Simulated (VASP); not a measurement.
# Ti (P-1) in VASP: single point with PBE

Aim: the single point of Ti with PBE.

Program: VASP 6.6.1. These are calculated values, not measurements. Logs are shortened: lines on timing, memory, paths and dates and some standing lists are left out, and cuts for length are marked.

**1. The cell of the first run**

The typed cell holds 2 atoms: a = 2.862 Å, b = 2.975 Å, c = 4.481 Å, α = 84.68°, β = 92.64°, γ = 121.15°.

**2. Single point, PBE (strained and its atoms moved)**

INCAR reads:

```
SYSTEM = Ti
ALGO     = Fast           ! electronic algorithm
EDIFF    = 1E-6           ! SCF threshold, eV
ENCUT    = 520            ! plane-wave cutoff, eV
GGA      = PE             ! functional
ISIF     = 2              ! what is computed and relaxed
ISMEAR   = 0              ! smearing method
LASPH    = .TRUE.         ! aspherical terms in the spheres
LCHARG   = .TRUE.         ! write CHGCAR
LELF     = .TRUE.         ! ELF
LREAL    = .FALSE.        ! projectors in reciprocal space
LVHAR    = .TRUE.       
LWAVE    = .FALSE.        ! write WAVECAR
NBANDS   = 19             ! bands
NELM     = 100            ! most SCF steps
PREC     = Accurate       ! precision mode
SIGMA    = 0.1            ! smearing width, eV
```

KPOINTS reads:

```
k-points
0
G
  14 14 8
  0 0 0
```

POSCAR reads:

```
Ti
1.0
    2.8605539253     -0.0602684563     -0.0641919534
   -1.4824709768      2.5763743742      0.1342869002
   -0.1019673600      0.1874400000      4.4763952200
Ti
2
Direct
    0.3220187132      0.6624280217      0.2485383646
    0.6779812868      0.3375719783      0.7514616354
```

Potentials or basis: VASP PAW PBE potentials, release 64 (Ti_sv).

Command:

```sh
$ cat potpaw_PBE.64/Ti_sv/POTCAR > POTCAR
$ mpirun -np 1 vasp_std > vasp.out
```

OUTCAR:

```text
SYSTEM = Ti
   EDIFF = 1E-6
   ENCUT = 520
   GGA = PE
   ISIF = 2
   ISMEAR = 0
   LASPH = .TRUE.
   LREAL = .FALSE.
   NELM = 100
   PREC = Accurate

 ion  position               nearest neighbor table
   1  0.322  0.662  0.249-   2 2.70   2 2.73   2 2.73   2 2.75
   2  0.678  0.338  0.751-   1 2.70   1 2.73   1 2.73   1 2.75

  LATTYP: Found a triclinic cell.
 ALAT       =     2.9754761106
 B/A-ratio  =     2.1854479062
 C/A-ratio  =     0.9644294269
 COS(alpha) =     0.0009680507
 COS(beta)  =     0.5210349790
 COS(gamma) =     0.6213748526

  Lattice vectors:

 A1 = (   1.4824709768,  -2.5763743742,  -0.1342869002)
 A2 = (   4.2410575421,  -2.4492028305,   4.2779163664)
 A3 = (  -1.3780829485,  -2.5161059179,  -0.0700949468)

Analysis of symmetry for initial positions (statically):
=====================================================================
 Subroutine PRICEL returns:
 Original cell was already a primitive cell.

 Routine SETGRP: Setting up the symmetry group for a
 triclinic supercell.

 Subroutine GETGRP returns: Found  2 space group operations
 (whereof  2 operations were pure point group operations)
 out of a pool of  2 trial point group operations.

The static configuration has the point symmetry S_2 .

Analysis of symmetry for dynamics (positions and initial velocities):
=====================================================================
 Subroutine PRICEL returns:
 Original cell was already a primitive cell.

 Routine SETGRP: Setting up the symmetry group for a
 triclinic supercell.

 Subroutine GETGRP returns: Found  2 space group operations
 (whereof  2 operations were pure point group operations)
 out of a pool of  2 trial point group operations.

The dynamic configuration has the point symmetry S_2 .

 Subroutine INISYM returns: Found  2 space group operations
 (whereof  2 operations are pure point group operations),
 and found     1 'primitive' translations

----------------------------------------------------------------------------------------

                                     Primitive cell

  volume of cell :      32.5202

  direct lattice vectors                    reciprocal lattice vectors
     2.860553925 -0.060268456 -0.064191953     0.353862634  0.203640327 -0.000466425
    -1.482470977  2.576374374  0.134286900     0.007925933  0.393552534 -0.016298673
    -0.101967360  0.187440000  4.476395220     0.004836656 -0.008885918  0.223876291

  length of vectors
     2.861908743  2.975476111  4.481478022     0.408274864  0.393969624  0.224104766

  position of ions in fractional coordinates (direct lattice)
     0.322018713  0.662428022  0.248538365
     0.677981287  0.337571978  0.751461635

  ion indices of the primitive-cell ions
   primitive index   ion index
                 1           1
                 2           2

----------------------------------------------------------------------------------------

 KPOINTS: k-points

Automatic generation of k-mesh.
 Grid dimensions read from file:
 generate k-points for:   14   14    8

 Generating k-lattice:

  Cartesian coordinates                     Fractional coordinates (reciprocal lattice)
     0.025275902  0.014545738 -0.000033316     0.071428571  0.000000000  0.000000000
     0.000566138  0.028110895 -0.001164191     0.000000000  0.071428571 -0.000000000
     0.000604582 -0.001110740  0.027984536     0.000000000  0.000000000  0.125000000

  Length of vectors
     0.029162490  0.028140687  0.028013096

  Shift w.r.t. Gamma in fractional coordinates (k-lattice)
     0.000000000  0.000000000  0.000000000

 Subroutine IBZKPT returns following result:
 ===========================================

 Found    788 irreducible k-points:

 Following reciprocal coordinates:
            Coordinates               Weight
  0.000000  0.000000  0.000000      1.000000
  0.071429  0.000000  0.000000      2.000000
  0.142857  0.000000  0.000000      2.000000
  0.214286  0.000000  0.000000      2.000000
  0.285714  0.000000  0.000000      2.000000
  0.357143  0.000000  0.000000      2.000000
[... 16 lines left out ...]
  0.000000  0.142857  0.000000      2.000000
  0.071429  0.142857 -0.000000      2.000000
 [... further k-points ...]
   k-points           NKPTS =    788   k-points in BZ     NKDIM =    788   number of bands    NBANDS=     19
   number of dos      NEDOS =    301   number of ions     NIONS =      2
   total plane-waves  NPLWV =  20736
   dimension x,y,z NGX =    24 NGY =   24 NGZ =   36
   dimension x,y,z NGXF=    48 NGYF=   48 NGZF=   72
   ions per type =               2
   NGX,Y,Z   is equivalent  to a cutoff of  13.94, 13.41, 13.35 a.u.
   NGXF,Y,Z  is equivalent  to a cutoff of  27.88, 26.82, 26.71 a.u.
 SYSTEM =  Ti
   PREC   = accura    normal or accurate (medium, high low for compatibility)
   ISTART =      0    job   : 0-new  1-cont  2-samecut
   ICHARG =      2    charge: 1-file 2-atom 10-const
   ISPIN  =      1    spin polarized calculation?
   LNONCOLLINEAR =      F non collinear calculations
   LSORBIT =      F    spin-orbit coupling
   LASPH  =      T    aspherical Exc in radial PAW
   ENCUT  =  520.0 eV  38.22 Ry    6.18 a.u.   5.32  5.53  8.33*2*pi/ulx,y,z
   NELM   =    100;   NELMIN=  2; NELMDL= -5     # of ELM steps
   EDIFF  = 0.1E-05   stopping-criterion for ELM
   LREAL  =      F    real-space projection
   EDIFFG = 0.1E-04   stopping-criterion for IOM
   NSW    =      0    number of steps for IOM
   IBRION =     -1    ionic relax: 0-MD 1-quasi-New 2-CG
   NFREE  =      0    steps in history (QN), initial steepest desc. (CG)
   ISIF   =      2    stress and relaxation
   ISYM   =      2    0-nonsym 1-usesym 2-fastsym
   POTIM  = 0.5000    time-step for ionic-motion
   TEBEG  =    0.0;   TEEND  =   0.0 temperature during run
   PSTRESS=    0.0 pullay stress
   NELECT =      24.0000    total number of electrons
   NUPDOWN=      -1.0000    fix difference up-down
   EMIN   =  10.00;   EMAX   =-10.00  energy-range for DOS
   EFERMI =   0.00;   METHOD = LEGACY
   ISMEAR =     0;   SIGMA  =   0.10  broadening in eV -4-tet -1-fermi 0-gaus
   EFERMI_NEDOS =   21; number of points for ismear=-14 and -15
   IALGO  =     68    algorithm
   IMIX   =      4    mixing-type and parameters
     AMIX     =   0.40;   BMIX     =  1.00
     AMIX_MAG =   1.60;   BMIX_MAG =  1.00
  volume/ion in A,a.u.               =      16.26       109.73
  Fermi-wavevector in a.u.,A,eV,Ry     =   1.479428  2.795714 29.779189  2.188709
  Thomas-Fermi vector in A             =   2.593587
   LORBIT       =      0    0 simple, 1 ext, 2 COOP (PROOUT), +10 PAW based schemes
   GGA     = PE    functional components
   LHFCALC =     F    Hartree Fock is set to
   AEXX    =    0.0000 exact exchange contribution
   IVDW    =     0    specifies the selected vdW correction
   LEPSILON=     F    determine dielectric tensor
   LRPA    =     F    only Hartree local field effects (RPA)
 non-spin polarized calculation
 RMM-DIIS sequential band-by-band and
 Gauss-broadening in eV      SIGMA  =   0.10
  energy-cutoff  :      520.00
  volume of cell :       32.52
 maximum number of plane-waves:       894
 NGX is ok and might be reduce to    24
   NGX = 11   NGY = 11   NGZ = 17

 number of electron      23.9999996 magnetization

 Free energy of the ion-electron system (eV)
  ---------------------------------------------------
  ext. energy  EPLUGINS =         0.00000000
  ---------------------------------------------------
  free energy    TOTEN  =       -15.55933902 eV

  energy without entropy =      -15.54762437  energy(sigma->0) =      -15.55348169

 E-fermi :   9.0163     XC(G=0): -11.8058

 val. band max:        9.0155382799   @ k =   0.2857   0.1429   0.2500
 cond. band min:       9.0164777682   @ k =   0.4286   0.0714   0.1250
 fundamental gap:      0.0009394883
 Fermi energy:         9.0162919139

 k-point     1 :       0.0000    0.0000    0.0000
  band No.  band energies     occupation
      1     -47.6976      2.00000
      2     -47.4914      2.00000
      3     -24.4019      2.00000
      4     -23.6050      2.00000
      5     -23.5976      2.00000
      6     -23.5101      2.00000
[... 11 lines left out ...]
     18      10.8889      0.00000
     19      12.2224      0.00000

 k-point     2 :       0.0714    0.0000    0.0000
  band No.  band energies     occupation
      1     -47.6904      2.00000
      2     -47.4892      2.00000
      3     -24.3867      2.00000
      4     -23.6304      2.00000
      5     -23.6119      2.00000
      6     -23.5160      2.00000
[... 11 lines left out ...]
     18      10.8619      0.00000
     19      12.2972      0.00000

 k-point     3 :       0.1429    0.0000    0.0000
  band No.  band energies     occupation
      1     -47.6700      2.00000
      2     -47.4831      2.00000
      3     -24.3425      2.00000
      4     -23.7082      2.00000
      5     -23.6441      2.00000
      6     -23.5593      2.00000
[... 11 lines left out ...]
     18      10.9277      0.00000
     19      12.4531      0.00000

 k-point     4 :       0.2143    0.0000    0.0000
  band No.  band energies     occupation
      1     -47.6393      2.00000
      2     -47.4755      2.00000
      3     -24.2739      2.00000
      4     -23.8223      2.00000
      5     -23.6873      2.00000
      6     -23.6764      2.00000
[... 11 lines left out ...]
     18      11.2188      0.00000
     19      12.6049      0.00000

 k-point     5 :       0.2857    0.0000    0.0000
  band No.  band energies     occupation
      1     -47.6027      2.00000
      2     -47.4693      2.00000
      3     -24.1880      2.00000
      4     -23.9501      2.00000
      5     -23.8016      2.00000
      6     -23.7321      2.00000
[... 11 lines left out ...]
     18      11.6822      0.00000
     19      12.7214      0.00000

 k-point     6 :       0.3571    0.0000    0.0000
  band No.  band energies     occupation
      1     -47.5656      2.00000
      2     -47.4677      2.00000
      3     -24.0957      2.00000
      4     -24.0661      2.00000
      5     -23.9102      2.00000
      6     -23.7690      2.00000
[... 11 lines left out ...]
     18      12.3207      0.00000
     19      12.8083      0.00000

 k-point     7 :       0.4286    0.0000    0.0000
  band No.  band energies     occupation
      1     -47.5345      2.00000
      2     -47.4720      2.00000
      3     -24.1469      2.00000
      4     -24.0153      2.00000
      5     -23.9821      2.00000
      6     -23.7864      2.00000
[... 11 lines left out ...]
     18      12.8113      0.00000
     19      13.2268      0.00000

 k-point     8 :       0.5000    0.0000    0.0000
  band No.  band energies     occupation
      1     -47.5201      2.00000
      2     -47.4767      2.00000
      3     -24.1757      2.00000
      4     -24.0114      2.00000
      5     -23.9751      2.00000
      6     -23.7695      2.00000
[... 256 lines left out ...]
 k-point    20 :      -0.2143    0.0714   -0.0000
  band No.  band energies     occupation
      1     -47.6522      2.00000
      2     -47.4784      2.00000
      3     -24.3027      2.00000
      4     -23.7696      2.00000
      5     -23.6985      2.00000
      6     -23.6126      2.00000
[... 11 lines left out ...]
     18      11.1484      0.00000
     19      12.5706      0.00000

 k-point    21 :      -0.1429    0.0714    0.0000
  band No.  band energies     occupation
      1     -47.6777      2.00000
      2     -47.4854      2.00000
      3     -24.3589      2.00000
      4     -23.6788      2.00000
      5     -23.6363      2.00000
      6     -23.5539      2.00000
[... 11 lines left out ...]
     18      10.9237      0.00000
     19      12.4714      0.00000

 k-point    22 :      -0.0714    0.0714    0.0000
  band No.  band energies     occupation
      1     -47.6915      2.00000
      2     -47.4897      2.00000
      3     -24.3884      2.00000
      4     -23.6243      2.00000
      5     -23.6128      2.00000
      6     -23.5272      2.00000
[... 11 lines left out ...]
     18      10.8671      0.00000
     19      12.5104      0.00000

 k-point    23 :       0.0000    0.1429    0.0000
  band No.  band energies     occupation
      1     -47.6742      2.00000
      2     -47.4856      2.00000
      3     -24.3489      2.00000
      4     -23.7045      2.00000
      5     -23.6277      2.00000
      6     -23.5860      2.00000
[... 11 lines left out ...]
     18      10.9970      0.00000
     19      12.6405      0.00000

 k-point    24 :       0.0714    0.1429   -0.0000
  band No.  band energies     occupation
      1     -47.6553      2.00000
      2     -47.4808      2.00000
      3     -24.3073      2.00000
      4     -23.7718      2.00000
      5     -23.6890      2.00000
      6     -23.6116      2.00000
[... 11 lines left out ...]
     18      11.2013      0.00000
     19      12.6167      0.00000

 [... further k-points ...]
[... 5 lines left out ...]
  --------------------------------------------------------------------------------------
  -------------------------------------------------------------------------------------
  Total        1.7049600      1.0519059      2.0294462      0.5525039     -0.5375801      0.2969970
  in kB       83.9983962     51.8243302     99.9848787     27.2202526    -26.4849997     14.6321758
  external PRESSURE =      78.6025350 kB  Pullay stress =       0.0000000 kB

 VOLUME and BASIS-vectors are now :
 -----------------------------------------------------------------------------
  energy-cutoff  :      520.00
  volume of cell :       32.52
      direct lattice vectors                 reciprocal lattice vectors
     2.860553925 -0.060268456 -0.064191953     0.353862634  0.203640327 -0.000466425
    -1.482470977  2.576374374  0.134286900     0.007925933  0.393552534 -0.016298673
    -0.101967360  0.187440000  4.476395220     0.004836656 -0.008885918  0.223876291

 POSITION                                       TOTAL-FORCE (eV/Angst)
 -----------------------------------------------------------------------------------
     -0.08622      1.73384      1.18084         0.205674      0.104944      0.065854
      1.36234      0.96970      3.36565        -0.205674     -0.104944     -0.065854
 -----------------------------------------------------------------------------------
    total drift:                               -0.000000      0.000000      0.000000

  FREE ENERGIE OF THE ION-ELECTRON SYSTEM (eV)
  ---------------------------------------------------
  free  energy   TOTEN  =       -15.5593390189 eV

  energy  without entropy=      -15.5476243695  energy(sigma->0) =      -15.55348169
```

Run time: 13 min. Hardware: 1 thread of Intel Xeon Platinum 8488C (Sapphire Rapids), shared host; peak memory 0.48 GiB.

Results:

- Free energy: -15.5593 eV
- Pressure: 7.9 GPa
- Largest force: 0.240 eV/Å
- Band gap on the k mesh: zero (bands 12 and 13 overlap by 1.37 eV)

Forces in eV/Å, atoms in the order of the input:
```
Ti   0.206  0.105  0.066
Ti  -0.206 -0.105 -0.066
```

Caveat: the cell differs from its parent crystal (strained and its atoms moved); the cell stands under pressure.
